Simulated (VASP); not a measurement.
# Ge (I4_1/amd) in VASP: further runs, part 3 of 3

VASP 6.6.1.

### Step 4. Single point, r2SCAN

This run uses another cell than the first one, of 19.27 Å³/atom.

POSCAR

```
Ge
1.0
   -2.6083684688      2.6083684688      1.4158017605
    2.6083684688     -2.6083684688      1.4158017605
    2.6083684688      2.6083684688     -1.4158017605
Ge
2
Direct
    0.5000000000      0.5000000000      0.0000000000
    0.2500000000      0.7500000000      0.5000000000
```

INCAR.step1

```
SYSTEM = Ge
PREC = Accurate
ENCUT = 520
ISMEAR = -1
SIGMA = 0.05
LREAL = .FALSE.
LASPH = .TRUE.
NELM = 100
NBANDS = 21
GGA = PE
ALGO = Normal
EDIFF = 1E-4
LWAVE = .TRUE.
LCHARG = .FALSE.
```

INCAR.step2

```
SYSTEM = Ge
PREC = Accurate
ENCUT = 520
EDIFF = 1E-6
ISMEAR = -1
SIGMA = 0.05
LREAL = .FALSE.
LASPH = .TRUE.
NELM = 100
ALGO = Normal
ISIF = 2
LWAVE = .FALSE.
LCHARG = .FALSE.
METAGGA = R2SCAN
LMIXTAU = .TRUE.
NBANDS = 21
ISTART = 1
```

KPOINTS

```
regular mesh
0
G
  11 11 11
  0 0 0
```

Potentials or basis: VASP PAW PBE potentials, release 64 (Ge_d).

Run with:

```
> cat potpaw_PBE.64/Ge_d/POTCAR > POTCAR
> cp INCAR.step1 INCAR
> mpirun -np 1 vasp_std > vasp.out
> cp INCAR.step2 INCAR
> mpirun -np 1 vasp_std > vasp.out
```

OUTCAR:

```text
SYSTEM = Ge
   PREC = Accurate
   ENCUT = 520
   EDIFF = 1E-6
   ISMEAR = -1
   LREAL = .FALSE.
   LASPH = .TRUE.
   NELM = 100
   ISIF = 2
   METAGGA = R2SCAN
   ISTART = 1

 ion  position               nearest neighbor table
   1  0.500  0.500  0.000-   2 2.70   2 2.70   2 2.70   2 2.70
   2  0.250  0.750  0.500-   1 2.70   1 2.70   1 2.70   1 2.70

  LATTYP: Found a body centered tetragonal cell.
 ALAT       =     5.2167369376
 C/A-ratio  =     0.5427920853

  Lattice vectors:

 A1 = (  -2.6083684688,   2.6083684688,   1.4158017605)
 A2 = (   2.6083684688,  -2.6083684688,   1.4158017605)
 A3 = (   2.6083684688,   2.6083684688,  -1.4158017605)

Analysis of symmetry for initial positions (statically):
=====================================================================
 Subroutine PRICEL returns:
 Original cell was already a primitive cell.

 Routine SETGRP: Setting up the symmetry group for a
 body centered tetragonal supercell.

 Subroutine GETGRP returns: Found 16 space group operations
 (whereof  8 operations were pure point group operations)
 out of a pool of 16 trial point group operations.

The static configuration has the point symmetry D_2d.
 The point group associated with its full space group is D_4h.

Analysis of symmetry for dynamics (positions and initial velocities):
=====================================================================
 Subroutine PRICEL returns:
 Original cell was already a primitive cell.

 Routine SETGRP: Setting up the symmetry group for a
 body centered tetragonal supercell.

 Subroutine GETGRP returns: Found 16 space group operations
 (whereof  8 operations were pure point group operations)
 out of a pool of 16 trial point group operations.

The dynamic configuration has the point symmetry D_2d.
 The point group associated with its full space group is D_4h.

 Subroutine INISYM returns: Found 16 space group operations
 (whereof  8 operations are pure point group operations),
 and found     1 'primitive' translations

----------------------------------------------------------------------------------------

                                     Primitive cell

  volume of cell :      38.5301

  direct lattice vectors                    reciprocal lattice vectors
    -2.608368469  2.608368469  1.415801760     0.000000000  0.191690709  0.353156786
     2.608368469 -2.608368469  1.415801760     0.191690709  0.000000000  0.353156786
     2.608368469  2.608368469 -1.415801760     0.191690709  0.191690709  0.000000000

  length of vectors
     3.951160179  3.951160179  3.951160179     0.401827131  0.401827131  0.271091600

  position of ions in fractional coordinates (direct lattice)
     0.500000000  0.500000000  0.000000000
     0.250000000  0.750000000  0.500000000

  ion indices of the primitive-cell ions
   primitive index   ion index
                 1           1
                 2           2

----------------------------------------------------------------------------------------

 KPOINTS: regular mesh

Automatic generation of k-mesh.
 Grid dimensions read from file:
 generate k-points for:   11   11   11

 Generating k-lattice:

  Cartesian coordinates                     Fractional coordinates (reciprocal lattice)
     0.000000000  0.017426428  0.032105162     0.090909091 -0.000000000  0.000000000
     0.017426428  0.000000000  0.032105162    -0.000000000  0.090909091  0.000000000
     0.017426428  0.017426428  0.000000000     0.000000000  0.000000000  0.090909091

  Length of vectors
     0.036529739  0.036529739  0.024644691

  Shift w.r.t. Gamma in fractional coordinates (k-lattice)
     0.000000000  0.000000000  0.000000000

 Subroutine IBZKPT returns following result:
 ===========================================

 Found    126 irreducible k-points:

 Following reciprocal coordinates:
            Coordinates               Weight
  0.000000  0.000000  0.000000      1.000000
  0.090909  0.000000 -0.000000      8.000000
  0.181818  0.000000 -0.000000      8.000000
  0.272727  0.000000 -0.000000      8.000000
  0.363636  0.000000 -0.000000      8.000000
  0.454545  0.000000 -0.000000      8.000000
[... 16 lines left out ...]
 -0.272727  0.181818 -0.000000     16.000000
 -0.181818  0.181818  0.000000      4.000000
 [... further k-points ...]
   k-points           NKPTS =    126   k-points in BZ     NKDIM =    126   number of bands    NBANDS=     21
   number of dos      NEDOS =    301   number of ions     NIONS =      2
   total plane-waves  NPLWV =  27000
   dimension x,y,z NGX =    30 NGY =   30 NGZ =   30
   dimension x,y,z NGXF=    60 NGYF=   60 NGZF=   60
   ions per type =               2
   NGX,Y,Z   is equivalent  to a cutoff of  12.62, 12.62, 12.62 a.u.
   NGXF,Y,Z  is equivalent  to a cutoff of  25.25, 25.25, 25.25 a.u.
 SYSTEM =  Ge
   PREC   = accura    normal or accurate (medium, high low for compatibility)
   ISTART =      1    job   : 0-new  1-cont  2-samecut
   ICHARG =      0    charge: 1-file 2-atom 10-const
   ISPIN  =      1    spin polarized calculation?
   LNONCOLLINEAR =      F non collinear calculations
   LSORBIT =      F    spin-orbit coupling
   LASPH  =      T    aspherical Exc in radial PAW
   ENCUT  =  520.0 eV  38.22 Ry    6.18 a.u.   7.35  7.35  7.35*2*pi/ulx,y,z
   NELM   =    100;   NELMIN=  2; NELMDL=  0     # of ELM steps
   EDIFF  = 0.1E-05   stopping-criterion for ELM
   LREAL  =      F    real-space projection
   EDIFFG = 0.1E-04   stopping-criterion for IOM
   NSW    =      0    number of steps for IOM
   IBRION =     -1    ionic relax: 0-MD 1-quasi-New 2-CG
   NFREE  =      0    steps in history (QN), initial steepest desc. (CG)
   ISIF   =      2    stress and relaxation
   ISYM   =      2    0-nonsym 1-usesym 2-fastsym
   POTIM  = 0.5000    time-step for ionic-motion
   TEBEG  =    0.0;   TEEND  =   0.0 temperature during run
   PSTRESS=    0.0 pullay stress
   NELECT =      28.0000    total number of electrons
   NUPDOWN=      -1.0000    fix difference up-down
   EMIN   =  10.00;   EMAX   =-10.00  energy-range for DOS
   EFERMI =   0.00;   METHOD = LEGACY
   ISMEAR =    -1;   SIGMA  =   0.05  broadening in eV -4-tet -1-fermi 0-gaus
   EFERMI_NEDOS =   21; number of points for ismear=-14 and -15
   IALGO  =     38    algorithm
   IMIX   =      4    mixing-type and parameters
     AMIX     =   0.40;   BMIX     =  1.00
     AMIX_MAG =   1.60;   BMIX_MAG =  1.00
  volume/ion in A,a.u.               =      19.27       130.01
  Fermi-wavevector in a.u.,A,eV,Ry     =   1.471840  2.781375 29.474496  2.166314
  Thomas-Fermi vector in A             =   2.586928
   LORBIT       =      0    0 simple, 1 ext, 2 COOP (PROOUT), +10 PAW based schemes
   METAGGA = R2SCAN    functional components
   LHFCALC =     F    Hartree Fock is set to
   AEXX    =    0.0000 exact exchange contribution
   IVDW    =     0    specifies the selected vdW correction
   LEPSILON=     F    determine dielectric tensor
   LRPA    =     F    only Hartree local field effects (RPA)
 non-spin polarized calculation
  energy-cutoff  :      520.00
  volume of cell :       38.53
 maximum number of plane-waves:      1053
 NGX is ok and might be reduce to    30
   NGX = 15   NGY = 15   NGZ = 15

 number of electron      28.0000012 magnetization

 Free energy of the ion-electron system (eV)
  ---------------------------------------------------
  ext. energy  EPLUGINS =         0.00000000
  ---------------------------------------------------
  free energy    TOTEN  =       -27.01993052 eV

  energy without entropy =      -27.01243945  energy(sigma->0) =      -27.01618499

 E-fermi :   6.2567     XC(G=0): -12.1527

 val. band max:        6.2368765595   @ k =  -0.1818  -0.2727   0.1818
 cond. band min:       6.2649086040   @ k =  -0.4545   0.0909   0.0000
 fundamental gap:      0.0280320445
 Fermi energy:         6.2567129630

 k-point     1 :       0.0000    0.0000    0.0000
  band No.  band energies     occupation
      1     -19.2001      2.00000
      2     -19.1596      2.00000
      3     -19.1293      2.00000
      4     -19.1242      2.00000
      5     -19.0267      2.00000
      6     -19.0267      2.00000
[... 13 lines left out ...]
     20      18.1820      0.00000
     21      19.1541      0.00000
[... 529 lines left out ...]
 k-point    24 :      -0.1818    0.1818    0.0000
  band No.  band energies     occupation
      1     -19.1838      2.00000
      2     -19.1622      2.00000
      3     -19.1381      2.00000
      4     -19.1097      2.00000
      5     -19.0347      2.00000
      6     -19.0193      2.00000
[... 13 lines left out ...]
     20      18.8037      0.00000
     21      19.2706      0.00000

 [... further k-points ...]

------------------------ aborting loop because EDIFF is reached ----------------------------------------

  FORCE on cell =-STRESS in cart. coord.  units (eV):
  Direction    XX          YY          ZZ          XY          YZ          ZX
  --------------------------------------------------------------------------------------
  -------------------------------------------------------------------------------------
  Total       -0.6123834     -0.6123834     -0.5030553      0.0000000      0.0000000      0.0000000
  in kB      -25.4644127    -25.4644127    -20.9182819      0.0000000      0.0000000      0.0000000
  external PRESSURE =     -23.9490358 kB  Pullay stress =       0.0000000 kB

 VOLUME and BASIS-vectors are now :
 -----------------------------------------------------------------------------
  energy-cutoff  :      520.00
  volume of cell :       38.53
      direct lattice vectors                 reciprocal lattice vectors
    -2.608368469  2.608368469  1.415801760     0.000000000  0.191690709  0.353156786
     2.608368469 -2.608368469  1.415801760     0.191690709  0.000000000  0.353156786
     2.608368469  2.608368469 -1.415801760     0.191690709  0.191690709  0.000000000

 POSITION                                       TOTAL-FORCE (eV/Angst)
 -----------------------------------------------------------------------------------
      0.00000      0.00000      1.41580         0.000000     -0.000000      0.000000
      2.60837      0.00000      0.70790        -0.000000      0.000000     -0.000000
 -----------------------------------------------------------------------------------
    total drift:                                0.000000     -0.000000      0.000000

  FREE ENERGIE OF THE ION-ELECTRON SYSTEM (eV)
  ---------------------------------------------------
  free  energy   TOTEN  =       -27.0199305236 eV

  energy  without entropy=      -27.0124394480  energy(sigma->0) =      -27.01618499
```

OSZICAR.step1:

```text
N       E                     dE             d eps       ncg     rms          rms(c)
DAV:   1     0.176084571069E+03    0.17608E+03   -0.14190E+04  5962   0.380E+03
DAV:   2     0.153380011908E+02   -0.16075E+03   -0.15592E+03  5322   0.587E+02
DAV:   3    -0.794056946926E+01   -0.23279E+02   -0.23093E+02  6082   0.133E+02
DAV:   4    -0.858647619559E+01   -0.64591E+00   -0.64552E+00  5922   0.258E+01
DAV:   5    -0.859614913214E+01   -0.96729E-02   -0.96727E-02  6056   0.347E+00    0.197E+00
DAV:   6    -0.858506172459E+01    0.11087E-01   -0.17855E-02  7151   0.222E+00    0.112E+00
DAV:   7    -0.858094184761E+01    0.41199E-02   -0.12577E-02  7165   0.164E+00    0.109E-01
DAV:   8    -0.858080807275E+01    0.13377E-03   -0.18927E-03  6490   0.773E-01    0.390E-02
DAV:   9    -0.858081176457E+01   -0.36918E-05   -0.44771E-05  3860   0.102E-01
   1 F= -.85808118E+01 E0= -.85769125E+01  d E =-.779861E-02
```

It took 9.8 min on 1 thread of Intel Xeon 8259CL, shared host; peak memory 0.22 GiB.

What came out:

* Free energy: -27.0199 eV
* Pressure: -2.4 GPa
* Band gap on the k mesh: zero (bands 14 and 15 overlap by 4.66 eV)

Stress tensor (GPa, compression positive):
```
-2.55  0.00  0.00
 0.00 -2.55  0.00
 0.00  0.00 -2.09
```

Levels at points of the mesh, in eV from the Fermi level:
```tsv
k point	band 11	band 12	band 13	band 14	band 15	band 16	band 17	band 18
(0.00, 0.00, 0.00)	-13.60	-4.27	-2.43	-2.43	3.83	7.69	7.69	8.25
```

Caveat: the PAW data sets were made with another functional, which shifts forces and pressure a little.

### Step 5. Single point, r2SCAN

This run uses another cell than the first one, of 19.64 Å³/atom.

POSCAR

```
Ge
1.0
   -2.6249827287      2.6249827287      1.4248198492
    2.6249827287     -2.6249827287      1.4248198492
    2.6249827287      2.6249827287     -1.4248198492
Ge
2
Direct
    0.5000000000      0.5000000000      0.0000000000
    0.2500000000      0.7500000000      0.5000000000
```

INCAR.step1

```
PREC = Accurate ; ENCUT = 520
ISMEAR = -1 ; SIGMA = 0.05
LREAL = False ; LASPH = True
NELM = 60 ; NBANDS = 21
GGA = PE ; ALGO = Normal
EDIFF = 1E-4 ; LWAVE = True
LCHARG = False
```

INCAR.step2

```
PREC = Accurate ; ENCUT = 520
EDIFF = 1E-7 ; ISMEAR = -1
SIGMA = 0.05 ; LREAL = False
LASPH = True ; NELM = 60
ALGO = Normal ; ISIF = 2
LWAVE = False ; LCHARG = False
METAGGA = R2SCAN ; LMIXTAU = True
NBANDS = 21 ; ISTART = 1
```

KPOINTS

```
Automatic mesh
0
Gamma
  11 11 11
```

Run with:

```
> cat potpaw_PBE.64/Ge_d/POTCAR > POTCAR
> cp INCAR.step1 INCAR
> mpirun -np 1 vasp_std > vasp.out
> cp INCAR.step2 INCAR
> mpirun -np 1 vasp_std > vasp.out
```

Wall time 13 min (1 thread of Intel Xeon 8259CL, shared host); peak memory 0.22 GiB.

It converged, with:

* Free energy: -27.0066 eV
* Pressure: -3.5 GPa
* Band gap on the k mesh: zero (bands 14 and 15 overlap by 4.53 eV)

Stress tensor (GPa, compression positive):
```
-3.66  0.00  0.00
 0.00 -3.66  0.00
 0.00  0.00 -3.27
```

Levels at points of the mesh, in eV from the Fermi level:
| k point | band 11 | band 12 | band 13 | band 14 | band 15 | band 16 | band 17 | band 18 |
| --- | --- | --- | --- | --- | --- | --- | --- | --- |
| (0.00, 0.00, 0.00) | -13.43 | -4.33 | -2.36 | -2.36 | 3.88 | 7.57 | 7.57 | 8.11 |

Caveat: the cell stands under tension; the PAW data sets were made with another functional, which shifts forces and pressure a little.

### Step 6. Overview

| cell | gap on the mesh (eV) | pressure (GPa) |
| --- | --- | --- |
| a = 3.900 Å, angles 97.4, 97.4, 138.0°, 2 atoms | none | 0.4 |
| a = 3.926 Å, angles 97.4, 97.4, 138.0°, 2 atoms | none | -1.1 |
| a = 3.951 Å, angles 97.4, 97.4, 138.0°, 2 atoms | none | -2.4 |
| a = 3.976 Å, angles 97.4, 97.4, 138.0°, 2 atoms | none | -3.5 |

Alike in all rows: task single point; level r2SCAN; potentials or basis VASP PAW PBE potentials, release 64 (Ge_d); no spin polarisation; k mesh 11 × 11 × 11; cutoff (eV) 520; smearing fermi-dirac 0.05 eV.

Caveats: the PAW data sets were made with another functional, which shifts forces and pressure a little; the cell stands under tension (at least some runs).

Absolute energies hang on the potentials; compare differences alone.
